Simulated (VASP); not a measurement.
# Na (Fmmm) in VASP: notebook, part 2 of 2

VASP 6.6.1. The steps go on from the part before.

## Step 3: Single point, PBE (strain +0.0525 x Voigt [0, 0, 0, 0, 0, 1])

Input file INCAR:

```
ALGO = Fast
EDIFF = 1E-6
ENCUT = 520
GGA = PE
ISIF = 2
ISMEAR = 0
LASPH = T
LCHARG = F
LREAL = F
LWAVE = F
NBANDS = 10
NELM = 60
PREC = Accurate
SIGMA = 0.15
```

Input file KPOINTS:

```
k-points
0
Gamma
  16 16 16
```

Input file POSCAR:

```
Na
1.0
   -2.0619156250      2.0619156250      2.1175000000
    2.0619156250     -2.0619156250      2.1175000000
    2.1730843750      2.1730843750     -2.1175000000
Na
1
Direct
    0.0000000000      0.0000000000      0.0000000000
```

Potentials or basis: VASP PAW PBE potentials, release 64 (Na_pv).

Started as:

```console
$ cat potpaw_PBE.64/Na_pv/POTCAR > POTCAR
$ mpirun -np 1 vasp_std > vasp.out
```

OUTCAR:

```text
EDIFF = 1E-6
   ENCUT = 520
   GGA = PE
   ISIF = 2
   ISMEAR = 0
   LASPH = T
   LREAL = F
   NELM = 60
   PREC = Accurate

 ion  position               nearest neighbor table
   1  0.000  0.000  0.000-

  LATTYP: Found a face centered orthorhombic cell.
 ALAT       =     4.2350000000
 B/A-ratio  =     1.3770904564
 C/A-ratio  =     1.4513366684

  Lattice vectors:

 A1 = (   4.2350000000,   0.1111687500,   0.0000000000)
 A2 = (   2.1730843750,   2.1730843750,   2.1175000000)
 A3 = (   2.0619156250,  -2.0619156250,   2.1175000000)

Analysis of symmetry for initial positions (statically):
=====================================================================
 Subroutine PRICEL returns:
 Original cell was already a primitive cell.

 Routine SETGRP: Setting up the symmetry group for a
 face centered orthorhombic supercell.

 Subroutine GETGRP returns: Found  8 space group operations
 (whereof  8 operations were pure point group operations)
 out of a pool of  8 trial point group operations.

The static configuration has the point symmetry D_2h.

Analysis of symmetry for dynamics (positions and initial velocities):
=====================================================================
 Subroutine PRICEL returns:
 Original cell was already a primitive cell.

 Routine SETGRP: Setting up the symmetry group for a
 face centered orthorhombic supercell.

 Subroutine GETGRP returns: Found  8 space group operations
 (whereof  8 operations were pure point group operations)
 out of a pool of  8 trial point group operations.

The dynamic configuration has the point symmetry D_2h.

 Subroutine INISYM returns: Found  8 space group operations
 (whereof  8 operations are pure point group operations),
 and found     1 'primitive' translations

----------------------------------------------------------------------------------------

                                     Primitive cell

  volume of cell :      37.9517

  direct lattice vectors                    reciprocal lattice vectors
    -2.061915625  2.061915625  2.117500000    -0.006202621  0.236290328  0.236127509
     2.061915625 -2.061915625  2.117500000     0.236290328 -0.006202621  0.236127509
     2.173084375  2.173084375 -2.117500000     0.230087707  0.230087707  0.000000000

  length of vectors
     3.603720069  3.603720069  3.732076855     0.334107456  0.334107456  0.325393155

  position of ions in fractional coordinates (direct lattice)
     0.000000000  0.000000000  0.000000000

  ion indices of the primitive-cell ions
   primitive index   ion index
                 1           1

----------------------------------------------------------------------------------------

 KPOINTS: k-points

Automatic generation of k-mesh.
 Grid dimensions read from file:
 generate k-points for:   16   16   16

 Generating k-lattice:

  Cartesian coordinates                     Fractional coordinates (reciprocal lattice)
    -0.000387664  0.014768145  0.014757969     0.062500000  0.000000000 -0.000000000
     0.014768145 -0.000387664  0.014757969     0.000000000  0.062500000 -0.000000000
     0.014380482  0.014380482  0.000000000     0.000000000  0.000000000  0.062500000

  Length of vectors
     0.020881716  0.020881716  0.020337072

  Shift w.r.t. Gamma in fractional coordinates (k-lattice)
     0.000000000  0.000000000  0.000000000

 Subroutine IBZKPT returns following result:
 ===========================================

 Found    621 irreducible k-points:

 Following reciprocal coordinates:
            Coordinates               Weight
  0.000000  0.000000  0.000000      1.000000
  0.062500  0.000000 -0.000000      8.000000
  0.125000  0.000000 -0.000000      8.000000
  0.187500 -0.000000 -0.000000      8.000000
  0.250000  0.000000 -0.000000      8.000000
  0.312500 -0.000000 -0.000000      8.000000
[... 16 lines left out ...]
 -0.125000  0.062500  0.000000      8.000000
 -0.062500  0.062500  0.000000      2.000000
 [... further k-points ...]
   k-points           NKPTS =    621   k-points in BZ     NKDIM =    621   number of bands    NBANDS=     10
   number of dos      NEDOS =    301   number of ions     NIONS =      1
   total plane-waves  NPLWV =  21952
   dimension x,y,z NGX =    28 NGY =   28 NGZ =   28
   dimension x,y,z NGXF=    56 NGYF=   56 NGZF=   56
   ions per type =               1
   NGX,Y,Z   is equivalent  to a cutoff of  12.92, 12.92, 12.47 a.u.
   NGXF,Y,Z  is equivalent  to a cutoff of  25.83, 25.83, 24.95 a.u.
 SYSTEM =  unknown system
   PREC   = accura    normal or accurate (medium, high low for compatibility)
   ISTART =      0    job   : 0-new  1-cont  2-samecut
   ICHARG =      2    charge: 1-file 2-atom 10-const
   ISPIN  =      1    spin polarized calculation?
   LNONCOLLINEAR =      F non collinear calculations
   LSORBIT =      F    spin-orbit coupling
   LASPH  =      T    aspherical Exc in radial PAW
   ENCUT  =  520.0 eV  38.22 Ry    6.18 a.u.   6.70  6.70  6.94*2*pi/ulx,y,z
   NELM   =     60;   NELMIN=  2; NELMDL= -5     # of ELM steps
   EDIFF  = 0.1E-05   stopping-criterion for ELM
   LREAL  =      F    real-space projection
   EDIFFG = 0.1E-04   stopping-criterion for IOM
   NSW    =      0    number of steps for IOM
   IBRION =     -1    ionic relax: 0-MD 1-quasi-New 2-CG
   NFREE  =      0    steps in history (QN), initial steepest desc. (CG)
   ISIF   =      2    stress and relaxation
   ISYM   =      2    0-nonsym 1-usesym 2-fastsym
   POTIM  = 0.5000    time-step for ionic-motion
   TEBEG  =    0.0;   TEEND  =   0.0 temperature during run
   PSTRESS=    0.0 pullay stress
   NELECT =       7.0000    total number of electrons
   NUPDOWN=      -1.0000    fix difference up-down
   EMIN   =  10.00;   EMAX   =-10.00  energy-range for DOS
   EFERMI =   0.00;   METHOD = LEGACY
   ISMEAR =     0;   SIGMA  =   0.15  broadening in eV -4-tet -1-fermi 0-gaus
   EFERMI_NEDOS =   21; number of points for ismear=-14 and -15
   IALGO  =     68    algorithm
   IMIX   =      4    mixing-type and parameters
     AMIX     =   0.40;   BMIX     =  1.00
     AMIX_MAG =   1.60;   BMIX_MAG =  1.00
  volume/ion in A,a.u.               =      37.95       256.11
  Fermi-wavevector in a.u.,A,eV,Ry     =   0.931888  1.761014 11.815516  0.868416
  Thomas-Fermi vector in A             =   2.058429
   LORBIT       =      0    0 simple, 1 ext, 2 COOP (PROOUT), +10 PAW based schemes
   GGA     = PE    functional components
   LHFCALC =     F    Hartree Fock is set to
   AEXX    =    0.0000 exact exchange contribution
   IVDW    =     0    specifies the selected vdW correction
   LEPSILON=     F    determine dielectric tensor
   LRPA    =     F    only Hartree local field effects (RPA)
 non-spin polarized calculation
 RMM-DIIS sequential band-by-band and
 Gauss-broadening in eV      SIGMA  =   0.15
  energy-cutoff  :      520.00
  volume of cell :       37.95
 maximum number of plane-waves:      1056
   NGX = 13   NGY = 13   NGZ = 13

 number of electron       7.0000004 magnetization

 Free energy of the ion-electron system (eV)
  ---------------------------------------------------
  ext. energy  EPLUGINS =         0.00000000
  ---------------------------------------------------
  free energy    TOTEN  =        -1.31152997 eV

  energy without entropy =       -1.30640222  energy(sigma->0) =       -1.30896610

 E-fermi :   0.2689     XC(G=0):  -6.4413

 val. band max:        0.2668938904   @ k =  -0.1250  -0.4375   0.1875
 cond. band min:       0.2699949434   @ k =   0.5000   0.3125   0.0625
 fundamental gap:      0.0031010530
 Fermi energy:         0.2688909599

 k-point     1 :       0.0000    0.0000    0.0000
  band No.  band energies     occupation
      1     -24.6593      2.00000
      2     -24.6588      2.00000
      3     -24.6582      2.00000
      4      -2.9664      2.00000
      5      11.5074      0.00000
      6      11.7212      0.00000
      7      11.9819      0.00000
      8      12.6621      0.00000
      9      12.8438      0.00000
     10      13.2138      0.00000
[... 287 lines left out ...]
 k-point    24 :      -0.0625    0.0625    0.0000
  band No.  band energies     occupation
      1     -24.6608      2.00000
      2     -24.6593      2.00000
      3     -24.6581      2.00000
      4      -2.8949      2.00000
      5      11.2739      0.00000
      6      11.4184      0.00000
      7      11.4458      0.00000
      8      11.9687      0.00000
      9      12.1732      0.00000
     10      12.7747      0.00000

 [... further k-points ...]

------------------------ aborting loop because EDIFF is reached ----------------------------------------

  FORCE on cell =-STRESS in cart. coord.  units (eV):
  Direction    XX          YY          ZZ          XY          YZ          ZX
  --------------------------------------------------------------------------------------
  -------------------------------------------------------------------------------------
  Total       -0.0705901     -0.0705901     -0.0637380     -0.0786040      0.0000000      0.0000000
  in kB       -2.9800479     -2.9800479     -2.6907813     -3.3183666      0.0000000      0.0000000
  external PRESSURE =      -2.8836257 kB  Pullay stress =       0.0000000 kB

 VOLUME and BASIS-vectors are now :
 -----------------------------------------------------------------------------
  energy-cutoff  :      520.00
  volume of cell :       37.95
      direct lattice vectors                 reciprocal lattice vectors
    -2.061915625  2.061915625  2.117500000    -0.006202621  0.236290328  0.236127509
     2.061915625 -2.061915625  2.117500000     0.236290328 -0.006202621  0.236127509
     2.173084375  2.173084375 -2.117500000     0.230087707  0.230087707  0.000000000

 POSITION                                       TOTAL-FORCE (eV/Angst)
 -----------------------------------------------------------------------------------
      0.00000      0.00000      0.00000         0.000000      0.000000      0.000000
 -----------------------------------------------------------------------------------
    total drift:                               -0.000000     -0.000000     -0.000000

  FREE ENERGIE OF THE ION-ELECTRON SYSTEM (eV)
  ---------------------------------------------------
  free  energy   TOTEN  =        -1.3115299746 eV

  energy  without entropy=       -1.3064022235  energy(sigma->0) =       -1.30896610
```

stdout:

```text
POSCAR found type information on POSCAR Na
 POSCAR found :  1 types and       1 ions
 scaLAPACK will be used
 LDA part: xc-table for (Slater+PW92), standard interpolation
 POSCAR, INCAR and KPOINTS ok, starting setup
 FFT: planning ... GRIDC
 FFT: planning ... GRID_SOFT
 FFT: planning ... GRID
 WAVECAR not read
 entering main loop
```

It took 61 s on 1 thread of Intel Xeon 6975P-C (Granite Rapids), shared host; peak memory 0.3 GiB.

Results:

| Property | Result |
| --- | --- |
| Free energy | -1.3115 eV |
| Pressure | -0.3 GPa |

Levels at points of the mesh, in eV from the Fermi level:
```tsv
k point	band 1	band 2	band 3	band 4	band 5	band 6	band 7	band 8
(0.00, 0.00, 0.00)	-24.93	-24.93	-24.93	-3.24	11.24	11.45	11.71	12.39
(0.50, 0.00, 0.00)	-24.96	-24.94	-24.93	0.75	1.19	8.04	8.62	9.52
(0.50, 0.50, 0.00)	-24.97	-24.94	-24.93	0.94	1.43	7.96	8.74	8.93
(0.00, 0.00, 0.50)	-24.96	-24.94	-24.93	0.56	0.95	8.25	9.25	9.32
(0.50, 0.50, 0.50)	-24.96	-24.95	-24.95	4.47	4.49	4.77	4.81	4.88
```

Caveat: the cell differs from its parent crystal (strain +0.0525 x Voigt [0, 0, 0, 0, 0, 1]).
